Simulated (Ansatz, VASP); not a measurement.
Ga2O3: VASP beside Ansatz

```
Ga O
1.0
     6.06203   -1.50904    0.00410
     6.06203    1.50904    0.00410
    -1.37200    0.00000    5.58574
Ga O
4 6
Direct
  0.09076 0.09076 0.79516
  0.90924 0.90924 0.20484
  0.65888 0.65888 0.31429
  0.34112 0.34112 0.68571
  0.16571 0.16571 0.10948
  0.83429 0.83429 0.89052
  0.17306 0.17306 0.56214
  0.82694 0.82694 0.43786
  0.49634 0.49634 0.25569
  0.50366 0.50366 0.74431
```

Alike in both runs: functional LDA; k mesh 4 × 4 × 4; no spin polarisation.

Ansatz relaxed the structure, and its values are those at the end. VASP's run is a single point on that final structure, the one shown.

```csv
,VASP,Ansatz
version,VASP 6.6.1,Ansatz 0.2.0
potentials or method,"VASP PAW LDA potentials, release 64 (Ga_d, O), cutoff 520 eV","scalar-relativistic, plane waves, PAW"
occupations,"gaussian, width 0.01 eV",fixed
valence electrons in the cell,88,88
```

Ansatz gave:

```
gap on the k mesh at the Fermi level (eV) : 2.52
least direct gap on the mesh (eV)         : 2.52
pressure (GPa)                            : 0.0
rms of the force components (eV/Å)        : 0.001
```

Task: Estimate VASP's values.

Result: gap on the k mesh at the Fermi level (eV): 2.52; least direct gap on the mesh (eV): 2.53; pressure (GPa): 1.9; rms of the force components (eV/Å): 0.028.

LDA's correlation is that of Perdew and Zunger in VASP and of Perdew and Wang (1992) in Ansatz.

The k mesh is coarse, so the values compare programs but aren't converged.
